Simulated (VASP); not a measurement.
Wanted: the native input for a VASP 6.6.1 run.

- Task: single point
- Functional: r2SCAN
- Potentials or basis: VASP PAW PBE potentials, release 64 (Ge_d)
- Cutoff: 550 eV
- k mesh: 12 × 12 × 12
- Occupations: gaussian, width 0.01 eV
- Spin: no spin polarisation
- Dipole correction: no
- Further INCAR settings: ALGO = Normal; EDIFF = 1e-06; NBANDS = 21

Ge:

```
CELL_PARAMETERS angstrom
0.00000 2.43989 2.43989
2.43989 0.00000 2.43989
2.43989 2.43989 0.00000
ATOMIC_POSITIONS crystal
Ge 0.50000 0.50000 0.50000
Ge 0.75000 0.75000 0.75000
```

The input as run:

POSCAR

```
Ge
1.0
    0.0000000000      2.4398948789      2.4398948789
    2.4398948789      0.0000000000      2.4398948789
    2.4398948789      2.4398948789      0.0000000000
Ge
2
Direct
    0.5000000000      0.5000000000      0.5000000000
    0.7500000000      0.7500000000      0.7500000000
```

INCAR.step1

```
SYSTEM = Ge
PREC = Accurate
ENCUT = 550
ISMEAR = 0
SIGMA = 0.01
LREAL = .FALSE.
LASPH = .TRUE.
NELM = 120
NBANDS = 21
GGA = PE
ALGO = Normal
EDIFF = 1E-5
LWAVE = .TRUE.
LCHARG = .FALSE.
GGA_COMPAT = .FALSE.
```

INCAR.step2

```
SYSTEM = Ge
PREC = Accurate
ENCUT = 550
EDIFF = 1E-6
ISMEAR = 0
SIGMA = 0.01
LREAL = .FALSE.
LASPH = .TRUE.
NELM = 120
ALGO = Normal
ISIF = 2
LWAVE = .FALSE.
LCHARG = .FALSE.
METAGGA = R2SCAN
LMIXTAU = .TRUE.
NBANDS = 21
ISTART = 1
GGA_COMPAT = .FALSE.
```

KPOINTS

```
regular mesh
0
G
  12 12 12
  0 0 0
```

Potentials or basis: VASP PAW PBE potentials, release 64 (Ge_d).

Command:

```sh
$ cat potpaw_PBE.64/Ge_d/POTCAR > POTCAR
$ cp INCAR.step1 INCAR
$ mpirun -np 1 vasp_std > vasp.out
$ cp INCAR.step2 INCAR
$ mpirun -np 1 vasp_std > vasp.out
```

Results of the run:

| Quantity | Value |
| --- | --- |
| Pressure | 90.4 GPa |
| Band gap on the k mesh | zero (band 14 reaches 10.44 eV, above the bottom of band 15 at 10.25 eV) |

Caveat: the PAW data sets were made with another functional, which shifts forces and pressure a little.

Run time: 2.2 min on 1 thread of Intel Xeon 6975P-C, with other jobs on the host, peak memory 0.19 GiB.
